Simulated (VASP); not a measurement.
Input of a VASP 6.6.1 run:

File POSCAR:

```
CdS
1.0
    0.0000000000      2.6587335697      2.6587335697
    2.6587335697      0.0000000000      2.6587335697
    2.6587335697      2.6587335697      0.0000000000
Cd S
1 1
Direct
   -0.0106154634      0.0106154634      0.0106154634
    0.5372216687      0.4627783313      0.4627783313
```

File INCAR.step1:

```
PREC     = Accurate       # precision mode
ENCUT    = 520            # plane-wave cutoff, eV
ISMEAR   = 0              # smearing method
SIGMA    = 0.05           # smearing width, eV
LREAL    = F              # projectors in reciprocal space
LASPH    = T              # aspherical terms in the spheres
NELM     = 80             # most SCF steps
NBANDS   = 16             # bands
GGA      = PE             # functional
ALGO     = Normal         # electronic algorithm
EDIFF    = 1E-4           # SCF threshold, eV
LWAVE    = T              # write WAVECAR
LCHARG   = F              # write CHGCAR
```

The input INCAR.step2:

```
PREC     = Accurate       # precision mode
ENCUT    = 520            # plane-wave cutoff, eV
EDIFF    = 1E-7           # SCF threshold, eV
ISMEAR   = 0              # smearing method
SIGMA    = 0.05           # smearing width, eV
LREAL    = F              # projectors in reciprocal space
LASPH    = T              # aspherical terms in the spheres
NELM     = 80             # most SCF steps
ALGO     = Normal         # electronic algorithm
ISIF     = 2              # what is computed and relaxed
LWAVE    = F              # write WAVECAR
LCHARG   = F              # write CHGCAR
METAGGA  = R2SCAN         # meta-GGA
LMIXTAU  = T            
NBANDS   = 16             # bands
ISTART   = 1
```

The input KPOINTS:

```
regular mesh
0
Gamma
  8 8 8
```

Potentials or basis: VASP PAW PBE potentials, release 64 (Cd, S).

The run is started by

```bash
$ cat potpaw_PBE.64/Cd/POTCAR potpaw_PBE.64/S/POTCAR > POTCAR
$ cp INCAR.step1 INCAR
$ mpirun -np 1 vasp_std > vasp.out
$ cp INCAR.step2 INCAR
$ mpirun -np 1 vasp_std > vasp.out
```

Problem. What does it give for the band gap on the k mesh?

Solution. 0.85 eV, indirect (least direct gap 2.79 eV).

Problem. Predict the pressure.

Solution. 10.7 GPa.

Stress tensor (GPa, compression positive):
```
17.38  0.00  0.00
 0.00  7.40  0.00
 0.00  0.00  7.40
```

Caveat: the PAW data sets were made with another functional, which shifts forces and pressure a little. r2SCAN opens gaps a little over a GGA but as a rule still falls short of measured ones.
